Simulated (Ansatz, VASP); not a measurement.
**One calculation of ZrGe4Mo, two programs**

```
Zr Ge Mo
1.0
     3.09766    0.00000    0.00000
    -1.54883    2.68265    0.00000
     0.00000    0.00000   12.98736
Zr Ge Mo
1 4 1
Direct
  0.66667 0.33333 0.50000
  0.33333 0.66667 0.67714
  0.00000 0.00000 0.84958
  0.00000 0.00000 0.15042
  0.33333 0.66667 0.32286
  0.66667 0.33333 0.00000
```

Change from the starting cell: species swapped into the TaWSe4 type (P-6m2, No. 187).

Alike in both runs: functional PBE; k mesh 12 × 12 × 4; occupations gaussian, width 0.1 eV; no spin polarisation.

Ansatz relaxed the structure, and its values are those at the end. VASP's run is a single point on that final structure, the one shown.

|  | VASP | Ansatz |
| --- | --- | --- |
| version | VASP 6.6.1 | Ansatz 0.2.0 |
| potentials or method | VASP PAW PBE potentials, release 64 (Zr_sv, Ge_d, Mo_sv), cutoff 520 eV | scalar-relativistic, plane waves, PAW |
| valence electrons in the cell | 82 | 82 |

|  | VASP | Ansatz | Ansatz less VASP |
| --- | --- | --- | --- |
| gap on the k mesh at the Fermi level (eV) | none | none | - |
| pressure (GPa) | 0.1 | 0.0 | -0.12 |
| rms of the force components (eV/Å) | 0.006 | 0.001 | -0.0050 |

A gap of «none» marks a metal or a gap that the smearing closes.
